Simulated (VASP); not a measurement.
Sc5W:

```
CELL_PARAMETERS angstrom
0.00000 3.74746 3.74746
3.74746 0.00000 3.74746
3.74746 3.74746 0.00000
ATOMIC_POSITIONS crystal
Sc 0.13211 0.13211 0.13211
Sc 0.13211 0.13211 0.60367
Sc 0.13211 0.60367 0.13211
Sc 0.60367 0.13211 0.13211
Sc 0.50000 0.50000 0.50000
W 0.75000 0.75000 0.75000
```

- Program: VASP 6.6.1
- Task: relaxation of cell and atoms
- Functional: PBE
- Potentials or basis: VASP PAW PBE potentials, release 64 (Sc_sv, W_sv)
- Cutoff: 600 eV
- k mesh: 4 × 4 × 4
- Occupations: gaussian, width 0.1 eV
- Spin: no spin polarisation

At the start: pressure 22.6 GPa; volume 17.54 Å³/atom.

Task: Where does the relaxation end?

Result: Over 7 steps the energy falls by 372.0 meV/atom and the volume is 22.08 Å³/atom (+25.9 %); space group F-43m (No. 216, to 0.05 Å).

Step by step:
```
step  energy change (eV)  largest force (eV/Å)  pressure (GPa)  volume (Å³)
   1              0.0000                2.7096           22.59       105.25
   2             -1.9215                0.0217           -5.98       147.60
   3             -2.1891                0.5423           -1.03       134.26
   4             -2.1885                0.5712           -0.75       133.64
   5             -2.2289                0.1451            0.26       131.74
   6             -2.2301                0.0527            0.48       131.36
   7             -2.2319                0.0098           -0.07       132.47
```

Final structure:
```xyz
6
Lattice="0.0000 4.0460 4.0460 4.0460 0.0000 4.0460 4.0460 4.0460 0.0000" Properties=species:S:1:pos:R:3 pbc="T T T"
Sc    0.9896    0.9896    0.9896
Sc    3.0564    3.0564    0.9896
Sc    3.0564    0.9896    3.0564
Sc    0.9896    3.0564    3.0564
Sc    4.0460    4.0460    4.0460
W     6.0690    6.0690    6.0690
```

Caveat: the k points lie up to 0.34 Å⁻¹ apart in the final cell; the volume moved by over 15 % at a fixed basis, so the end points are rough.
